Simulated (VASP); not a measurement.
Crystal: Sb.

```
Sb
1.0
     3.16000    0.00000    0.00000
     0.00000    3.16000    0.00000
     0.00000    0.00000    3.16000
Sb
1
Direct
  0.00000 0.00000 0.00000
```

| Quantity | Value |
| --- | --- |
| Program | VASP 6.6.1 |
| Task | relaxation of cell and atoms |
| Functional | PBEsol-based screened hybrid |
| Potentials or basis | VASP PAW PBE potentials, release 64 (Sb_d_GW) |
| Cutoff | 500 eV |
| k mesh | 4 × 4 × 4 |
| Occupations | fermi-dirac, width 0.05 eV |
| Spin | no spin polarisation |

At the start: pressure -6.9 GPa; volume 31.55 Å³/atom.

Problem. How do energy, volume and symmetry change on relaxing?

Solution. Over 3 steps the energy falls by 95.8 meV/atom and the volume is 27.66 Å³/atom (-12.3 %); space group Pm-3m (No. 221, to 0.05 Å).

The path:
```
step  energy change (eV)  largest force (eV/Å)  pressure (GPa)  volume (Å³)
   1              0.0000                0.0000           -6.88        31.55
   2             -0.0628                0.0000            6.25        25.76
   3             -0.0958                0.0000           -0.06        27.66
```

Final structure:
```
CELL_PARAMETERS angstrom
3.02427 0.00000 0.00000
0.00000 3.02427 0.00000
0.00000 0.00000 3.02427
ATOMIC_POSITIONS crystal
Sb 0.00000 0.00000 0.00000
```

Caveat: the k points lie up to 0.52 Å⁻¹ apart in the final cell; the PAW data sets were made with another functional, which shifts forces and pressure a little; the volume moved by -12 % from the deposited cell, more than functionals usually miss.
